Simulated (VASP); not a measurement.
**GaH3N: single point with PBE**

GaH3N, a wire with vacuum:

```
Ga N H
1.0
    13.20000    0.00000    0.00000
     0.00000   14.20000    0.00000
     0.00000    0.00000    3.21626
Ga N H
2 2 6
Direct
  0.56091 0.44878 0.00000
  0.43909 0.60894 0.50000
  0.56091 0.36870 0.50000
  0.43909 0.52886 0.00000
  0.65803 0.51261 0.00000
  0.49782 0.32723 0.50000
  0.62401 0.32723 0.50000
  0.53620 0.67277 0.50000
  0.34197 0.67277 0.50000
  0.37599 0.48739 0.00000
```

```yaml
Program: VASP 6.6.1
Task: single point
Functional: PBE
Potentials_or_basis: VASP PAW PBE potentials, release 64 (Ga_d, N, H)
Cutoff: 520 eV
k_mesh: 1 × 1 × 10
Occupations: gaussian, width 0.05 eV
Spin: no spin polarisation
Dipole_correction: no
Further_INCAR_settings: ALGO = Normal; EDIFF = 1e-07; NBANDS = 32
```

```yaml
Largest_force: 2.060 eV/Å
Band_gap_on_the_k_mesh: 2.33 eV (least direct gap 2.75 eV)
```

Forces in eV/Å, atoms in the order of the input:
```
Ga   0.198  2.050  0.000
Ga  -0.143  1.638  0.000
N   -0.383 -0.500  0.000
N    0.702 -1.593  0.000
H   -0.050 -0.364  0.000
H    0.074 -0.376  0.000
H   -0.027 -0.258  0.000
H    0.235 -0.334  0.000
H   -0.279 -0.288  0.000
H   -0.327  0.025  0.000
```

Levels at points of the mesh, in eV from the valence-band top:
| k point | band 18 | band 19 | band 20 | band 21 | band 22 | band 23 | band 24 | band 25 |
| --- | --- | --- | --- | --- | --- | --- | --- | --- |
| (0.00, 0.00, 0.00) | -2.60 | -1.40 | -1.19 | -0.41 | 2.33 | 3.61 | 4.29 | 4.44 |
| (0.00, 0.00, 0.50) | -2.96 | -1.94 | -1.44 | 0.00 | 4.59 | 4.96 | 5.97 | 5.98 |

Run time: 7 min on 1 thread of Intel(R) Xeon(R) Platinum 8375C CPU @ 2.90GHz (Ice Lake) (shared host), peak memory 0.6 GiB.
